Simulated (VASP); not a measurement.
# Si4F in VASP: a series of runs

Runs on Si4F. Level: PBE+D3(BJ). Tasks: single point.

All numbers are computed with VASP 6.6.1; they aren't measurements. Logs are shortened: lines on timing, memory, paths and dates and some standing lists are left out, and cuts for length are marked.

## 1. The cell of the first run

The cell holds a slab with vacuum, 5 atoms: a = 3.833 Å, b = 3.833 Å, c = 20.908 Å, α = 90.00°, β = 90.00°, γ = 120.00°.

## 2. Single point, PBE+D3(BJ), collinear spin

The input, INCAR:

```
SYSTEM = Si4F
PREC = Accurate ; ENCUT = 520
EDIFF = 1E-6 ; ISMEAR = 0
SIGMA = 0.05 ; LREAL = .FALSE.
LASPH = .TRUE. ; NELM = 150
ALGO = Normal ; ISIF = 2
LWAVE = .FALSE. ; LCHARG = .FALSE.
ISPIN = 2 ; MAGMOM = 0 0 0 0 1
LORBIT = 11 ; LDIPOL = .TRUE.
IDIPOL = 3 ; DIPOL = 0.5 0.5 0.326
GGA = PE ; IVDW = 12
NBANDS = 24
```

The input, KPOINTS:

```
Automatic mesh
0
G
  9 9 1
  0 0 0
```

The input, POSCAR:

```
Si4F
1.0
    3.8333442603      0.0000000000      0.0000000000
   -1.9166721302      3.3197735109      0.0000000000
    0.0000000000      0.0000000000     20.9083834853
Si F
4 1
Direct
    0.3333333333      0.6666666667      0.1913108205
    0.0000000000      0.0000000000      0.2287349533
    0.0000000000      0.0000000000      0.3468742271
    0.6666666667      0.3333333333      0.3782398334
    0.6666666667      0.3333333333      0.4834607846
```

Potentials or basis: VASP PAW PBE potentials, release 64 (Si, F).

Run with:

```bash
$ cat potpaw_PBE.64/Si/POTCAR potpaw_PBE.64/F/POTCAR > POTCAR
$ mpirun -np 1 vasp_std > vasp.out
```

OUTCAR:

```text
SYSTEM = Si4F
   PREC = Accurate
   ENCUT = 520
   EDIFF = 1E-6
   ISMEAR = 0
   LREAL = .FALSE.
   LASPH = .TRUE.
   NELM = 150
   ISIF = 2
   ISPIN = 2
   LORBIT = 11
   GGA = PE
   IVDW = 12
 IVDW          = 12

 ion  position               nearest neighbor table
   1  0.333  0.667  0.191-   2 2.35   2 2.35   2 2.35
   2  0.000  0.000  0.229-   1 2.35   1 2.35   1 2.35   3 2.47
   3  0.000  0.000  0.347-   4 2.31   4 2.31   4 2.31   2 2.47
   4  0.667  0.333  0.378-   5 2.20   3 2.31   3 2.31   3 2.31
   5  0.667  0.333  0.483-   4 2.20

  LATTYP: Found a hexagonal cell.
 ALAT       =     3.8333442603
 C/A-ratio  =     5.4543453615

  Lattice vectors:

 A1 = (   3.8333442603,   0.0000000000,   0.0000000000)
 A2 = (  -1.9166721302,   3.3197735109,   0.0000000000)
 A3 = (   0.0000000000,   0.0000000000,  20.9083834853)

Analysis of symmetry for initial positions (statically):
=====================================================================
 Subroutine PRICEL returns:
 Original cell was already a primitive cell.

 Routine SETGRP: Setting up the symmetry group for a
 hexagonal supercell.

 Subroutine GETGRP returns: Found  6 space group operations
 (whereof  6 operations were pure point group operations)
 out of a pool of 24 trial point group operations.

The static configuration has the point symmetry C_3v.

Analysis of symmetry for dynamics (positions and initial velocities):
=====================================================================
 Subroutine PRICEL returns:
 Original cell was already a primitive cell.

 Routine SETGRP: Setting up the symmetry group for a
 hexagonal supercell.

 Subroutine GETGRP returns: Found  6 space group operations
 (whereof  6 operations were pure point group operations)
 out of a pool of 24 trial point group operations.

The dynamic configuration has the point symmetry C_3v.

Analysis of structural, dynamic, and magnetic symmetry:
=====================================================================
 Subroutine PRICEL returns:
 Original cell was already a primitive cell.

 Routine SETGRP: Setting up the symmetry group for a
 hexagonal supercell.

 Subroutine GETGRP returns: Found  6 space group operations
 (whereof  6 operations were pure point group operations)
 out of a pool of 24 trial point group operations.

The overall configuration has the point symmetry C_3v.

 Subroutine INISYM returns: Found  6 space group operations
 (whereof  6 operations are pure point group operations),
 and found     1 'primitive' translations

----------------------------------------------------------------------------------------

                                     Primitive cell

  volume of cell :     266.0766

  direct lattice vectors                    reciprocal lattice vectors
     3.833344260  0.000000000  0.000000000     0.260868822  0.150612684  0.000000000
    -1.916672130  3.319773511  0.000000000     0.000000000  0.301225369  0.000000000
     0.000000000  0.000000000 20.908383485     0.000000000  0.000000000  0.047827705

  length of vectors
     3.833344260  3.833344260 20.908383485     0.301225369  0.301225369  0.047827705

  position of ions in fractional coordinates (direct lattice)
     0.333333333  0.666666667  0.191310821
     0.000000000  0.000000000  0.228734953
     0.000000000  0.000000000  0.346874227
     0.666666667  0.333333333  0.378239833
     0.666666667  0.333333333  0.483460785

  ion indices of the primitive-cell ions
   primitive index   ion index
                 1           1
                 2           2
                 3           3
                 4           4
                 5           5

----------------------------------------------------------------------------------------

 KPOINTS: Automatic mesh

Automatic generation of k-mesh.
 Grid dimensions read from file:
 generate k-points for:    9    9    1

 Generating k-lattice:

  Cartesian coordinates                     Fractional coordinates (reciprocal lattice)
     0.028985425  0.016734743  0.000000000     0.111111111  0.000000000  0.000000000
     0.000000000  0.033469485  0.000000000     0.000000000  0.111111111  0.000000000
     0.000000000  0.000000000  0.047827705     0.000000000  0.000000000  1.000000000

  Length of vectors
     0.033469485  0.033469485  0.047827705

  Shift w.r.t. Gamma in fractional coordinates (k-lattice)
     0.000000000  0.000000000  0.000000000

 Subroutine IBZKPT returns following result:
 ===========================================

 Found     12 irreducible k-points:

 Following reciprocal coordinates:
            Coordinates               Weight
  0.000000  0.000000  0.000000      1.000000
  0.111111  0.000000  0.000000      6.000000
  0.222222  0.000000  0.000000      6.000000
  0.333333  0.000000  0.000000      6.000000
  0.444444  0.000000  0.000000      6.000000
  0.111111  0.111111  0.000000      6.000000
  0.222222  0.111111  0.000000     12.000000
  0.333333  0.111111  0.000000     12.000000
  0.444444  0.111111  0.000000      6.000000
  0.222222  0.222222  0.000000      6.000000
  0.333333  0.222222  0.000000     12.000000
  0.333333  0.333333  0.000000      2.000000
   k-points           NKPTS =     12   k-points in BZ     NKDIM =     12   number of bands    NBANDS=     24
   number of dos      NEDOS =    301   number of ions     NIONS =      5
   total plane-waves  NPLWV = 144000
   dimension x,y,z NGX =    30 NGY =   30 NGZ =  160
   dimension x,y,z NGXF=    60 NGYF=   60 NGZF=  320
   ions per type =               4   1
   NGX,Y,Z   is equivalent  to a cutoff of  13.01, 13.01, 12.72 a.u.
   NGXF,Y,Z  is equivalent  to a cutoff of  26.02, 26.02, 25.44 a.u.
 SYSTEM =  Si4F
   PREC   = accura    normal or accurate (medium, high low for compatibility)
   ISTART =      0    job   : 0-new  1-cont  2-samecut
   ICHARG =      2    charge: 1-file 2-atom 10-const
   ISPIN  =      2    spin polarized calculation?
   LNONCOLLINEAR =      F non collinear calculations
   LSORBIT =      F    spin-orbit coupling
   LASPH  =      T    aspherical Exc in radial PAW
   ENCUT  =  520.0 eV  38.22 Ry    6.18 a.u.   7.13  7.13 38.88*2*pi/ulx,y,z
   NELM   =    150;   NELMIN=  2; NELMDL= -5     # of ELM steps
   EDIFF  = 0.1E-05   stopping-criterion for ELM
   LREAL  =      F    real-space projection
[... 7 lines left out ...]
   TEBEG  =    0.0;   TEEND  =   0.0 temperature during run
   PSTRESS=    0.0 pullay stress
   NELECT =      23.0000    total number of electrons
   NUPDOWN=      -1.0000    fix difference up-down
   EMIN   =  10.00;   EMAX   =-10.00  energy-range for DOS
   EFERMI =   0.00;   METHOD = LEGACY
   ISMEAR =     0;   SIGMA  =   0.05  broadening in eV -4-tet -1-fermi 0-gaus
   EFERMI_NEDOS =   21; number of points for ismear=-14 and -15
   IALGO  =     38    algorithm
   IMIX   =      4    mixing-type and parameters
     AMIX     =   0.40;   BMIX     =  1.00
     AMIX_MAG =   1.60;   BMIX_MAG =  1.00
  volume/ion in A,a.u.               =      53.22       359.11
  Fermi-wavevector in a.u.,A,eV,Ry     =   0.723850  1.367878  7.128891  0.523959
  Thomas-Fermi vector in A             =   1.814171
   LORBIT       =     11    0 simple, 1 ext, 2 COOP (PROOUT), +10 PAW based schemes
   GGA     = PE    functional components
   LHFCALC =     F    Hartree Fock is set to
   AEXX    =    0.0000 exact exchange contribution
   IVDW    =    12    specifies the selected vdW correction
   LEPSILON=     F    determine dielectric tensor
   LRPA    =     F    only Hartree local field effects (RPA)
 spin polarized calculation
 Gauss-broadening in eV      SIGMA  =   0.05
  energy-cutoff  :      520.00
  volume of cell :      266.08
 maximum number of plane-waves:      7215
 NGX is ok and might be reduce to    30
   NGX = 15   NGY = 15   NGZ = 77

 dipolmoment           0.000000      0.000000     -0.000937 electrons x Angstroem

 number of electron      22.9999998 magnetization       0.9999529

 dipolmoment           0.000000      0.000000      0.363297 electrons x Angstroem

 Free energy of the ion-electron system (eV)
  ---------------------------------------------------
  ext. energy  EPLUGINS =         0.00000000
  ---------------------------------------------------
  free energy    TOTEN  =       -23.62133643 eV

  energy without entropy =      -23.62127038  energy(sigma->0) =      -23.62130341

 E-fermi :  -3.2839     XC(G=0):  -3.9255

 val. band max:       -3.3597655054   @ k =   0.0000   0.0000   0.0000
 cond. band min:      -3.2183384654   @ k =   0.0000   0.0000   0.0000
 fundamental gap:      0.1414270399
 Fermi energy:        -3.2838910753

 spin component 1

 k-point     1 :       0.0000    0.0000    0.0000
  band No.  band energies     occupation
      1     -23.1685      1.00000
      2     -14.6412      1.00000
      3     -13.5043      1.00000
      4      -8.3969      1.00000
      5      -5.9259      1.00000
      6      -4.3924      1.00000
[... 301 lines left out ...]
     22       3.9478      0.00000
     23       4.3412      0.00000
 Fermi energy:        -3.2838910753

 spin component 2

 k-point     1 :       0.0000    0.0000    0.0000
  band No.  band energies     occupation
      1     -23.0108      1.00000
      2     -14.4878      1.00000
      3     -13.3386      1.00000
      4      -8.0529      1.00000
      5      -5.5964      1.00000
      6      -4.3083      1.00000
[... 301 lines left out ...]
     22       4.1606      0.00000
     23       4.5857      0.00000
 [bands above 23 left out]

------------------------ aborting loop because EDIFF is reached ----------------------------------------

 vacuum level on the upper side and lower side of the slab       (xc-potential included)         2.520        -2.516

 Edisp (eV)   -1.00220

 E8    (eV) :    -0.4275

  FORCE on cell =-STRESS in cart. coord.  units (eV):
  Direction    XX          YY          ZZ          XY          YZ          ZX
  --------------------------------------------------------------------------------------
  -------------------------------------------------------------------------------------
  Total       1.19366     1.19366   -10.76611    -0.00000     0.00000     0.00000
  in kB       7.18759     7.18759   -64.82801    -0.00000     0.00000     0.00000
  external pressure =      -16.82 kB  Pullay stress =        0.00 kB

 VOLUME and BASIS-vectors are now :
 -----------------------------------------------------------------------------
  energy-cutoff  :      520.00
  volume of cell :      266.08
      direct lattice vectors                 reciprocal lattice vectors
     3.833344260  0.000000000  0.000000000     0.260868822  0.150612684  0.000000000
    -1.916672130  3.319773511  0.000000000     0.000000000  0.301225369  0.000000000
     0.000000000  0.000000000 20.908383485     0.000000000  0.000000000  0.047827705

 POSITION                                       TOTAL-FORCE (eV/Angst)
 -----------------------------------------------------------------------------------
     -0.00000      2.21318      4.00000        -0.000000      0.000000      0.456828
      0.00000      0.00000      4.78248        -0.000000      0.000000      0.067818
      0.00000      0.00000      7.25258        -0.000000      0.000000     -0.478675
      1.91667      1.10659      7.90838         0.000000      0.000000      4.079336
      1.91667      1.10659     10.10838         0.000000     -0.000000     -4.125307
 -----------------------------------------------------------------------------------
    total drift:                               -0.000000      0.000000     -0.000487

  FREE ENERGIE OF THE ION-ELECTRON SYSTEM (eV)
  ---------------------------------------------------
  free  energy   TOTEN  =       -24.6235353707 eV

  energy  without entropy=      -24.6234693205  energy(sigma->0) =      -24.62350235

 vacuum level on the upper side and lower side of the slab         6.623         1.459

 total charge

# of ion       s       p       d       tot
------------------------------------------
    1        0.790   0.860   0.000   1.650
    2        0.756   0.906   0.000   1.663
    3        0.760   0.941   0.000   1.701
    4        0.759   0.821   0.000   1.580
    5        1.750   4.166   0.000   5.915
--------------------------------------------------
tot          4.816   7.693   0.000  12.509

 magnetization (x)

# of ion       s       p       d       tot
------------------------------------------
    1        0.037   0.190   0.000   0.226
    2        0.003   0.011   0.000   0.014
    3        0.008   0.048   0.000   0.055
    4        0.006   0.007   0.000   0.012
    5        0.000   0.079   0.000   0.080
--------------------------------------------------
tot          0.054   0.334   0.000   0.388
```

Run time: 3.2 min. Hardware: 1 thread of Intel Xeon 6975P-C (Granite Rapids), shared host; peak memory 0.54 GiB.

Results:

| Quantity | Value |
| --- | --- |
| Free energy | -24.6235 eV |
| Largest force | 4.125 eV/Å |
| Band gap on the k mesh | 0.14 eV |
| Net moment | 1.00 μB per cell |
| Site moments | Si +0.23, +0.01, +0.06 (each value once); F +0.08 μB |
| Valence electrons inside the program's atomic spheres | Si 1.65, 1.66, 1.70, 1.58; F 5.92 |
| Dispersion energy per atom | -0.200 eV |

Forces on the atoms (eV/Å):
```
Si   0.000  0.000  0.457
Si   0.000  0.000  0.068
Si   0.000  0.000 -0.479
Si   0.000  0.000  4.079
F    0.000  0.000 -4.125
```

## 3. Single point, PBE+D3(BJ), collinear spin

The input, INCAR:

```
SYSTEM = Si4F
PREC     = Accurate       ! precision mode
ENCUT    = 520            ! plane-wave cutoff, eV
EDIFF    = 1E-6           ! SCF threshold, eV
ISMEAR   = 0              ! smearing method
SIGMA    = 0.05           ! smearing width, eV
LREAL    = .False.        ! projectors in reciprocal space
LASPH    = .True.         ! aspherical terms in the spheres
NELM     = 150            ! most SCF steps
ALGO     = Normal         ! electronic algorithm
ISIF     = 2              ! what is computed and relaxed
LWAVE    = .False.        ! write WAVECAR
LCHARG   = .False.        ! write CHGCAR
ISPIN    = 2              ! spin polarisation
MAGMOM   = 0 0 0 0 1      ! initial moments
LORBIT   = 11             ! projections on sites
LDIPOL   = .True.       
IDIPOL   = 3            
DIPOL    = 0.5 0.5 0.326
GGA      = PE             ! functional
IVDW     = 12             ! dispersion correction
NBANDS   = 24             ! bands
```

The input, KPOINTS:

```
Automatic mesh
0
Gamma
  9 9 1
  0 0 0
```

Changes to POSCAR since step 2:

```diff
@@ -12,2 +12,2 @@
     0.6666666667      0.3333333333      0.3782398334
-    0.6666666667      0.3333333333      0.4834607846
+    1.0000000000      1.0000000000      0.4834607846
```

Potentials or basis: VASP PAW PBE potentials, release 64 (Si, F).

Run with:

```bash
$ cat potpaw_PBE.64/Si/POTCAR potpaw_PBE.64/F/POTCAR > POTCAR
$ mpirun -np 1 vasp_std > vasp.out
```

Run time: 3.5 min. Hardware: 1 thread of Intel Xeon 6975P-C (Granite Rapids), shared host; peak memory 0.55 GiB.

It converged, with:

* Free energy: -23.1420 eV
* Largest force: 2.003 eV/Å
* Net moment: 0.84 μB per cell
* Site moments: Si +0.15, +0.01, +0.03 (each value once); F +0.23 μB
* Valence electrons inside the program's atomic spheres: Si 1.65, 1.66, 1.67, 1.59; F 5.89
* Dispersion energy per atom: -0.217 eV

Forces in eV/Å, atoms in the order of the input:
```
Si   0.000  0.000  0.482
Si   0.000  0.000 -0.224
Si   0.000  0.000  0.580
Si   0.000  0.000  1.165
F    0.000  0.000 -2.003
```

Levels at points of the mesh, in eV from the Fermi level:
Spin up:
| k point | band 8 | band 9 | band 10 | band 11 | band 12 | band 13 | band 14 | band 15 | band 16 | band 17 |
| --- | --- | --- | --- | --- | --- | --- | --- | --- | --- | --- |
| (0.00, 0.00, 0.00) | -0.62 | -0.46 | -0.46 | -0.12 | -0.12 | 1.81 | 2.65 | 3.02 | 3.40 | 3.40 |
Spin down:
```tsv
k point	band 7	band 8	band 9	band 10	band 11	band 12	band 13	band 14	band 15	band 16
(0.00, 0.00, 0.00)	-0.82	-0.24	-0.24	-0.02	0.01	0.01	2.01	2.88	3.18	3.48
```

(Part 1 of 2 ends here.)
